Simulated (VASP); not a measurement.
## MnO: relaxation of cell and atoms with PBE-based screened hybrid with 25 % exact exchange

MnO:

```
Mn O
1.0
     0.00000    2.22391    2.22391
     2.22391    0.00000    2.22391
     2.22391    2.22391    0.00000
Mn O
1 1
Direct
  0.00000 0.00000 0.00000
  0.50000 0.50000 0.50000
```

```json
{"Program": "VASP 6.6.1", "Task": "relaxation of cell and atoms", "Functional": "PBE-based screened hybrid with 25 % exact exchange", "Potentials or basis": "VASP PAW PBE potentials, release 64 (Mn_pv, O)", "Cutoff": "600 eV", "k mesh": "5 × 5 × 5", "Occupations": "fermi-dirac, width 0.05 eV", "Spin": "collinear spin, ferromagnetic start", "Starting moments": "[4.0, 0.0] μB", "Dipole correction": "no", "Grid for exact exchange (PRECFOCK)": "Normal", "Share of exact exchange": "0.25", "Further INCAR settings": "ALGO = Normal; EDIFF = 1e-06; IBRION = 2; EDIFFG = -0.01; NSW = 60; ISIF = 3", "Screening parameter": "0.3 1/Å"}
```

| Item | Value |
| --- | --- |
| Relaxed volume | 11.09 Å³/atom |
| Relaxed cell | a = 3.154 Å, b = 3.154 Å, c = 3.154 Å, α = 60.00°, β = 60.00°, γ = 60.00° |
| Space group after relaxing (to 0.1 Å) | Fm-3m (No. 225) |
| Energy gained by relaxing | 0.4 meV/atom |
| Ionic steps | 3 |
| Pressure after relaxing | 0.0 GPa |
| Band gap on the k mesh | 1.20 eV (least direct gap 3.76 eV) |
| Net moment | 5.00 μB per cell |
| Site moments | Mn +4.58; O +0.20 μB |
| Valence electrons inside the program's atomic spheres | Mn 11.31; O 5.03 |

Step by step:
```csv
step,energy change (eV),largest force (eV/Å),pressure (GPa),volume (Å³)
1,0.0000,0.0000,1.35,22.00
2,-0.0004,0.0000,-0.88,22.29
3,-0.0008,0.0000,0.03,22.18
```

Final structure:
```yaml
crystal:
  lattice:
    - [0.00000, 2.22997, 2.22997]
    - [2.22997, 0.00000, 2.22997]
    - [2.22997, 2.22997, 0.00000]
  atoms:
    - { symbol: Mn, position: [0.00000, 0.00000, 0.00000] }
    - { symbol: O, position: [0.50000, 0.50000, 0.50000] }
```

Levels at points of the mesh, in eV from the valence-band top:
Spin up:
```
           k point  band 10  band 11  band 12  band 13  band 14  band 15
(0.00, 0.00, 0.00)    -3.18    -3.18    -3.18     1.20    15.86    18.28
```
Spin down:
```
           k point  band 4  band 5  band 6  band 7  band 8  band 9  band 10  band 11
(0.00, 0.00, 0.00)  -20.58   -2.56   -2.56   -2.56    2.65    4.00     4.00     4.00
```

Run time: 23 min on 4 MPI ranks on Intel(R) Xeon(R) Platinum 8375C CPU @ 2.90GHz (Ice Lake), with other jobs on the host, peak memory 0.27 GiB a rank.

Caveat: the k points lie up to 0.49 Å⁻¹ apart in the final cell; the PAW data sets were made with another functional, which shifts forces and pressure a little; an odd mesh through Γ misses points on the zone boundary, where band edges can lie; a cell with one magnetic atom can't hold antiferromagnetic order, which such compounds often take.
